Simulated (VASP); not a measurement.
Crystal: Au.

```
Au
1.0
     0.00000    2.03500    2.03500
     2.03500    0.00000    2.03500
     2.03500    2.03500    0.00000
Au
1
Direct
  0.00000 0.00000 0.00000
```

```yaml
Program: VASP 6.6.1
Task: relaxation of cell and atoms
Functional: revPBE
Dispersion: D4
Potentials_or_basis: VASP PAW PBE potentials, release 64 (Au)
Cutoff: 600 eV
k_mesh: 11 × 11 × 11
Occupations: fermi-dirac, width 0.05 eV
Spin: no spin polarisation
```

At the start: pressure 3.2 GPa; volume 16.85 Å³/atom.

Problem. How do energy, volume and symmetry change on relaxing?

Solution. Over 3 steps the energy falls by 3.0 meV/atom and the volume is 17.17 Å³/atom (+1.9 %); space group Fm-3m (No. 225, to 0.05 Å).

The path:
```csv
step,energy change (eV),largest force (eV/Å),pressure (GPa),volume (Å³)
1,0.0000,0.0000,3.18,16.85
2,0.0046,0.0000,-4.50,17.68
3,-0.0030,0.0000,-0.02,17.17
```

Final structure:
```yaml
crystal:
  lattice:
    - [0.00000, 2.04751, 2.04751]
    - [2.04751, 0.00000, 2.04751]
    - [2.04751, 2.04751, 0.00000]
  atoms:
    - { symbol: Au, position: [0.00000, 0.00000, 0.00000] }
```

Caveat: the PAW data sets were made with another functional, which shifts forces and pressure a little; pairwise dispersion overbinds metals, which lowers pressure and volume.
